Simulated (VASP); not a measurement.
# MnRh (Pm-3m) in VASP: notebook

The runs below take MnRh through single point, with LDA.

All numbers are computed with VASP 6.6.1; they aren't measurements. Logs are shortened: lines on timing, memory, paths and dates and some standing lists are left out, and cuts for length are marked.

**1. The cell of the first run**

The structure is cubic, space group Pm-3m (No. 221). The conventional cell has a = 2.955 Å, b = 2.955 Å, c = 2.955 Å, α = 90.00°, β = 90.00°, γ = 90.00°. Mn (site symmetry m-3m) has 8 Rh at 2.56 Å and 6 Mn at 2.95 Å within 3.4 Å. Within 3.4 Å of Rh (site symmetry m-3m) lie 8 Mn at 2.56 Å and 6 Rh at 2.95 Å.

**2. Single point, LDA, collinear spin, ferromagnetic start**

INCAR

```
ALGO     = Normal         # electronic algorithm
EDIFF    = 1E-6           # SCF threshold, eV
ENCUT    = 500            # plane-wave cutoff, eV
GGA_COMPAT= False        
ISIF     = 2              # what is computed and relaxed
ISMEAR   = 0              # smearing method
ISPIN    = 2              # spin polarisation
LASPH    = True           # aspherical terms in the spheres
LCHARG   = False          # write CHGCAR
LMAXMIX  = 4              # l up to which the mixer works
LORBIT   = 11             # projections on sites
LREAL    = False          # projectors in reciprocal space
LWAVE    = False          # write WAVECAR
MAGMOM   = 3.72 0.69      # initial moments
NBANDS   = 25             # bands
NELM     = 200            # most SCF steps
PREC     = Accurate       # precision mode
SIGMA    = 0.1            # smearing width, eV
```

KPOINTS

```
k-points
0
Gamma
  6 6 6
```

POSCAR

```
MnRh
1.0
    2.9548226560      0.0000000000      0.0000000000
    0.0000000000      2.9548226560      0.0000000000
    0.0000000000      0.0000000000      2.9548226560
Mn Rh
1 1
Direct
    0.0000000000      0.0000000000      0.0000000000
    0.5000000000      0.5000000000      0.5000000000
```

Potentials or basis: VASP PAW LDA potentials, release 64 (Mn_pv, Rh_pv).

Run with:

```sh
> cat potpaw_LDA.64/Mn_pv/POTCAR potpaw_LDA.64/Rh_pv/POTCAR > POTCAR
> mpirun -np 1 vasp_std > vasp.out
```

OUTCAR:

```text
EDIFF = 1E-6
   ENCUT = 500
   ISIF = 2
   ISMEAR = 0
   ISPIN = 2
   LASPH = True
   LORBIT = 11
   LREAL = False
   NELM = 200
   PREC = Accurate

 ion  position               nearest neighbor table
   1  0.000  0.000  0.000-   2 2.56   2 2.56   2 2.56   2 2.56   2 2.56   2 2.56   2 2.56   2 2.56

   2  0.500  0.500  0.500-   1 2.56   1 2.56   1 2.56   1 2.56   1 2.56   1 2.56   1 2.56   1 2.56

  LATTYP: Found a simple cubic cell.
 ALAT       =     2.9548226560

  Lattice vectors:

 A1 = (   2.9548226560,   0.0000000000,   0.0000000000)
 A2 = (   0.0000000000,   2.9548226560,   0.0000000000)
 A3 = (   0.0000000000,   0.0000000000,   2.9548226560)

Analysis of symmetry for initial positions (statically):
=====================================================================
 Subroutine PRICEL returns:
 Original cell was already a primitive cell.

 Routine SETGRP: Setting up the symmetry group for a
 simple cubic supercell.

 Subroutine GETGRP returns: Found 48 space group operations
 (whereof 48 operations were pure point group operations)
 out of a pool of 48 trial point group operations.

The static configuration has the point symmetry O_h .

Analysis of symmetry for dynamics (positions and initial velocities):
=====================================================================
 Subroutine PRICEL returns:
 Original cell was already a primitive cell.

 Routine SETGRP: Setting up the symmetry group for a
 simple cubic supercell.

 Subroutine GETGRP returns: Found 48 space group operations
 (whereof 48 operations were pure point group operations)
 out of a pool of 48 trial point group operations.

The dynamic configuration has the point symmetry O_h .

Analysis of structural, dynamic, and magnetic symmetry:
=====================================================================
 Subroutine PRICEL returns:
 Original cell was already a primitive cell.

 Routine SETGRP: Setting up the symmetry group for a
 simple cubic supercell.

 Subroutine GETGRP returns: Found 48 space group operations
 (whereof 48 operations were pure point group operations)
 out of a pool of 48 trial point group operations.

The overall configuration has the point symmetry O_h .

 Subroutine INISYM returns: Found 48 space group operations
 (whereof 48 operations are pure point group operations),
 and found     1 'primitive' translations

----------------------------------------------------------------------------------------

                                     Primitive cell

[... 107 lines left out ...]
  Fermi-wavevector in a.u.,A,eV,Ry     =   1.682401  3.179276 38.510908  2.830472
  Thomas-Fermi vector in A             =   2.765786
   LORBIT       =     11    0 simple, 1 ext, 2 COOP (PROOUT), +10 PAW based schemes
   GGA     = CA    functional components
   LHFCALC =     F    Hartree Fock is set to
   AEXX    =    0.0000 exact exchange contribution
   IVDW    =     0    specifies the selected vdW correction
   LEPSILON=     F    determine dielectric tensor
   LRPA    =     F    only Hartree local field effects (RPA)
 spin polarized calculation
 Gauss-broadening in eV      SIGMA  =   0.10
  energy-cutoff  :      500.00
  volume of cell :       25.80
 maximum number of plane-waves:       691
 NGX is ok and might be reduce to    24
   NGX = 11   NGY = 11   NGZ = 11

 number of electron      27.9999995 magnetization       3.9729155

 Free energy of the ion-electron system (eV)
  ---------------------------------------------------
  ext. energy  EPLUGINS =         0.00000000
  ---------------------------------------------------
  free energy    TOTEN  =       -18.58047179 eV

  energy without entropy =      -18.57418565  energy(sigma->0) =      -18.57732872

 E-fermi :  10.7059     XC(G=0): -13.9906

 val. band max:       10.6491063528   @ k =   0.3333   0.3333   0.1667
 cond. band min:      10.7917951651   @ k =   0.5000   0.1667   0.0000
 fundamental gap:      0.1426888123
 Fermi energy:        10.7059451607

 spin component 1

 k-point     1 :       0.0000    0.0000    0.0000
  band No.  band energies     occupation
      1     -38.3668      1.00000
      2     -38.3668      1.00000
      3     -38.3668      1.00000
      4     -35.8226      1.00000
      5     -35.8226      1.00000
      6     -35.8226      1.00000
[... 549 lines left out ...]
     24      21.4379      0.00000
     25      30.8937      0.00000
 Fermi energy:        10.7059451607

 spin component 2

 k-point     1 :       0.0000    0.0000    0.0000
  band No.  band energies     occupation
      1     -35.4961      1.00000
      2     -35.4961      1.00000
      3     -35.4961      1.00000
      4     -35.0007      1.00000
      5     -35.0007      1.00000
      6     -35.0007      1.00000
[... 549 lines left out ...]
     24      21.7365      0.00000
     25      31.7797      0.00000

------------------------ aborting loop because EDIFF is reached ----------------------------------------

  FORCE on cell =-STRESS in cart. coord.  units (eV):
  Direction    XX          YY          ZZ          XY          YZ          ZX
  --------------------------------------------------------------------------------------
  -------------------------------------------------------------------------------------
  Total       -0.0497376     -0.0497376     -0.0497376     -0.0000000     -0.0000000      0.0000000
  in kB       -3.0888810     -3.0888810     -3.0888810     -0.0000000     -0.0000000      0.0000000
  external PRESSURE =      -3.0888810 kB  Pullay stress =       0.0000000 kB

 VOLUME and BASIS-vectors are now :
 -----------------------------------------------------------------------------
  energy-cutoff  :      500.00
  volume of cell :       25.80
      direct lattice vectors                 reciprocal lattice vectors
     2.954822656  0.000000000  0.000000000     0.338429786  0.000000000  0.000000000
     0.000000000  2.954822656  0.000000000     0.000000000  0.338429786  0.000000000
     0.000000000  0.000000000  2.954822656     0.000000000  0.000000000  0.338429786

 POSITION                                       TOTAL-FORCE (eV/Angst)
 -----------------------------------------------------------------------------------
      0.00000      0.00000      0.00000         0.000000      0.000000      0.000000
      1.47741      1.47741      1.47741         0.000000      0.000000      0.000000
 -----------------------------------------------------------------------------------
    total drift:                                0.000000      0.000000     -0.000000

  FREE ENERGIE OF THE ION-ELECTRON SYSTEM (eV)
  ---------------------------------------------------
  free  energy   TOTEN  =       -18.5804717923 eV

  energy  without entropy=      -18.5741856539  energy(sigma->0) =      -18.57732872

 total charge

# of ion       s       p       d       tot
------------------------------------------
    1        0.370   6.322   5.033  11.725
    2        0.425   6.308   7.178  13.912
--------------------------------------------------
tot          0.795  12.630  12.211  25.636

 magnetization (x)

# of ion       s       p       d       tot
------------------------------------------
    1        0.009   0.006   3.173   3.187
    2       -0.008  -0.013   0.707   0.686
--------------------------------------------------
tot          0.001  -0.007   3.880   3.874
```

Wall time 14 s (1 thread of Intel Xeon Platinum 8375C at 2.90GHz (Ice Lake), shared host); peak memory 0.14 GiB.

Results:

```
Free energy                                           : -18.5805 eV
Pressure                                              : -0.3 GPa
Band gap on the k mesh                                : zero (filled and empty bands overlap)
Net moment                                            : 3.97 μB per cell
Site moments                                          : Mn +3.19; Rh +0.69 μB
Valence electrons inside the program's atomic spheres : Mn 11.72; Rh 13.91
```

**3. Single point, LDA, collinear spin, ferromagnetic start**

This run uses another cell than the first one, of 14.10 Å³/atom.

INCAR

```
SYSTEM = MnRh
ALGO = Normal
EDIFF = 1E-6
ENCUT = 500
GGA = CA
GGA_COMPAT = .FALSE.
ISIF = 2
ISMEAR = 0
ISPIN = 2
LASPH = .TRUE.
LCHARG = .FALSE.
LMAXMIX = 4
LORBIT = 11
LREAL = .FALSE.
LWAVE = .FALSE.
MAGMOM = 4 0
NBANDS = 25
NELM = 200
PREC = Accurate
SIGMA = 0.1
```

KPOINTS

```
k-points
0
G
  6 6 6
  0 0 0
```

POSCAR

```
MnRh
1.0
    3.0440000000      0.0000000000      0.0000000000
    0.0000000000      3.0440000000      0.0000000000
    0.0000000000      0.0000000000      3.0440000000
Mn Rh
1 1
Direct
    0.0000000000      0.0000000000      0.0000000000
    0.5000000000      0.5000000000      0.5000000000
```

Potentials or basis: VASP PAW LDA potentials, release 64 (Mn_pv, Rh_pv).

Run with:

```sh
> cat potpaw_LDA.64/Mn_pv/POTCAR potpaw_LDA.64/Rh_pv/POTCAR > POTCAR
> mpirun -np 1 vasp_std > vasp.out
```

OUTCAR:

```text
SYSTEM = MnRh
   EDIFF = 1E-6
   ENCUT = 500
   GGA = CA
   ISIF = 2
   ISMEAR = 0
   ISPIN = 2
   LASPH = .TRUE.
   LORBIT = 11
   LREAL = .FALSE.
   NELM = 200
   PREC = Accurate

 ion  position               nearest neighbor table
   1  0.000  0.000  0.000-   2 2.64   2 2.64   2 2.64   2 2.64   2 2.64   2 2.64   2 2.64   2 2.64

   2  0.500  0.500  0.500-   1 2.64   1 2.64   1 2.64   1 2.64   1 2.64   1 2.64   1 2.64   1 2.64

  LATTYP: Found a simple cubic cell.
 ALAT       =     3.0440000000

  Lattice vectors:

 A1 = (   3.0440000000,   0.0000000000,   0.0000000000)
[... 1328 lines left out ...]

 VOLUME and BASIS-vectors are now :
 -----------------------------------------------------------------------------
  energy-cutoff  :      500.00
  volume of cell :       28.21
      direct lattice vectors                 reciprocal lattice vectors
     3.044000000  0.000000000  0.000000000     0.328515112  0.000000000  0.000000000
     0.000000000  3.044000000  0.000000000     0.000000000  0.328515112  0.000000000
     0.000000000  0.000000000  3.044000000     0.000000000  0.000000000  0.328515112

 POSITION                                       TOTAL-FORCE (eV/Angst)
 -----------------------------------------------------------------------------------
      0.00000      0.00000      0.00000         0.000000      0.000000      0.000000
      1.52200      1.52200      1.52200         0.000000      0.000000      0.000000
 -----------------------------------------------------------------------------------
    total drift:                                0.000000      0.000000     -0.000000

  FREE ENERGIE OF THE ION-ELECTRON SYSTEM (eV)
  ---------------------------------------------------
  free  energy   TOTEN  =       -18.4461373623 eV

  energy  without entropy=      -18.4419437024  energy(sigma->0) =      -18.44404053

 total charge

# of ion       s       p       d       tot
------------------------------------------
    1        0.346   6.271   4.969  11.586
    2        0.390   6.253   7.141  13.784
--------------------------------------------------
tot          0.736  12.524  12.110  25.370

 magnetization (x)

# of ion       s       p       d       tot
------------------------------------------
    1        0.011   0.008   3.341   3.360
    2       -0.011  -0.010   0.664   0.643
--------------------------------------------------
tot         -0.001  -0.002   4.005   4.002
```

Wall time 19 s (1 thread of Intel Xeon Platinum 8375C at 2.90GHz (Ice Lake), shared host); peak memory 0.14 GiB.

What came out:

```
Free energy                                           : -18.4461 eV
Pressure                                              : -16.7 GPa
Net moment                                            : 4.12 μB per cell
Site moments                                          : Mn +3.36; Rh +0.64 μB
Valence electrons inside the program's atomic spheres : Mn 11.59; Rh 13.78
```

Caveat: the cell stands under tension.
